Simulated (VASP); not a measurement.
Si4F:

```xyz
5
Lattice="-2.5889 2.5889 2.5889 2.5889 -2.5889 2.5889 2.5889 2.5889 -2.5889" Properties=species:S:1:pos:R:3 pbc="T T T"
Si    1.2945    1.2945    1.2945
Si   -1.2945    1.2945    1.2945
Si    1.2945    1.2945   -1.2945
Si    1.2945   -1.2945    1.2945
F     0.0000    0.0000    0.0000
```

The cell was built from a structure type or drawn by symmetry, and may not be a known phase.

| Item | Value |
| --- | --- |
| Program | VASP 6.6.1 |
| Task | relaxation of cell and atoms |
| Functional | PBE |
| Potentials or basis | VASP PAW PBE potentials, release 64 (Si, F) |
| Cutoff | 600 eV |
| k mesh | 6 × 6 × 6 |
| Occupations | gaussian, width 0.1 eV |
| Spin | no spin polarisation |

At the start: pressure 19.6 GPa; volume 13.88 Å³/atom.

Where does the relaxation end?

Over 3 steps the energy falls by 140.8 meV/atom and the volume is 16.55 Å³/atom (+19.2 %); space group Im-3m (No. 229, to 0.1 Å) before and after.

Step by step:
```tsv
step	energy change (eV)	largest force (eV/Å)	pressure (GPa)	volume (Å³)
1	0.0000	0.0000	19.63	69.41
2	-0.6388	0.0000	-3.86	87.94
3	-0.7040	0.0000	0.04	82.74
```

Final structure:
```cif
data_structure
_symmetry_space_group_name_H-M 'P 1'
_symmetry_Int_Tables_number 1
_cell_length_a 4.7545
_cell_length_b 4.7545
_cell_length_c 4.7545
_cell_angle_alpha 109.471
_cell_angle_beta 109.471
_cell_angle_gamma 109.471
_cell_volume 82.74
loop_
_atom_site_label
_atom_site_type_symbol
_atom_site_fract_x
_atom_site_fract_y
_atom_site_fract_z
_atom_site_occupancy
Si1 Si 0.50000 0.50000 0.50000 1
Si2 Si 0.50000 0.00000 0.00000 1
Si3 Si 0.00000 0.00000 0.50000 1
Si4 Si 0.00000 0.50000 0.00000 1
F1 F 0.00000 0.00000 0.00000 1
```

Caveat: the volume moved by over 15 % at a fixed basis, so the end points are rough; an odd number of electrons without spin polarisation forces a metal; a magnetic or distorted state may lie lower.
